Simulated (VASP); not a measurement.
Set up this calculation in VASP 6.6.1, as the native input.

| Quantity | Value |
| --- | --- |
| Task | single point |
| Functional | LDA |
| Potentials or basis | VASP PAW LDA potentials, release 64 (Ca_sv, As, Pd) |
| Cutoff | 520 eV |
| k mesh | 12 × 12 × 12 |
| Occupations | fermi-dirac, width 0.15 eV |
| Spin | no spin polarisation |
| Dipole correction | no |
| Further INCAR settings | ALGO = Normal; EDIFF = 1e-07; NBANDS = 28 |

The structure of CaAs2Pd2 lies in POSCAR:

```
CaAs2Pd2
1.0
   -2.1156208137      2.1156208137      5.0294777287
    2.1156208137     -2.1156208137      5.0294777287
    2.1156208137      2.1156208137     -5.0294777287
Ca As Pd
1 2 2
Direct
    0.0000000000      0.0000000000      0.0000000000
    0.3792298193      0.3792298193      0.0000000000
    0.6207701807      0.6207701807      0.0000000000
    0.7500000000      0.2500000000      0.5000000000
    0.2500000000      0.7500000000      0.5000000000
```

One way to write it, as run:

INCAR

```
SYSTEM = CaAs2Pd2
PREC     = Accurate       ! precision mode
ENCUT    = 520            ! plane-wave cutoff, eV
EDIFF    = 1E-7           ! SCF threshold, eV
ISMEAR   = -1             ! smearing method
SIGMA    = 0.15           ! smearing width, eV
LREAL    = .FALSE.        ! projectors in reciprocal space
LASPH    = .TRUE.         ! aspherical terms in the spheres
NELM     = 100            ! most SCF steps
ALGO     = Normal         ! electronic algorithm
ISIF     = 2              ! what is computed and relaxed
LWAVE    = .FALSE.        ! write WAVECAR
LCHARG   = .TRUE.         ! write CHGCAR
GGA      = CA             ! functional
LELF     = .TRUE.         ! ELF
LVHAR    = .TRUE.       
NBANDS   = 28             ! bands
```

KPOINTS

```
Automatic mesh
0
G
  12 12 12
  0 0 0
```

Potentials or basis: VASP PAW LDA potentials, release 64 (Ca_sv, As, Pd).

The run is started by

```console
$ cat potpaw_LDA.64/Ca_sv/POTCAR potpaw_LDA.64/As/POTCAR potpaw_LDA.64/Pd/POTCAR > POTCAR
$ mpirun -np 1 vasp_std > vasp.out
```

It gave:

```json
{
 "Pressure": "0.5 GPa",
 "Largest force": "0.014 eV/Å",
 "Band gap on the k mesh": "zero (bands 20 and 21 overlap by 2.19 eV)"
}
```

Wall time 7.8 min on 1 thread of AMD EPYC 9R45 96-Core Processor (Zen 5), on a shared host, peak memory 0.54 GiB.
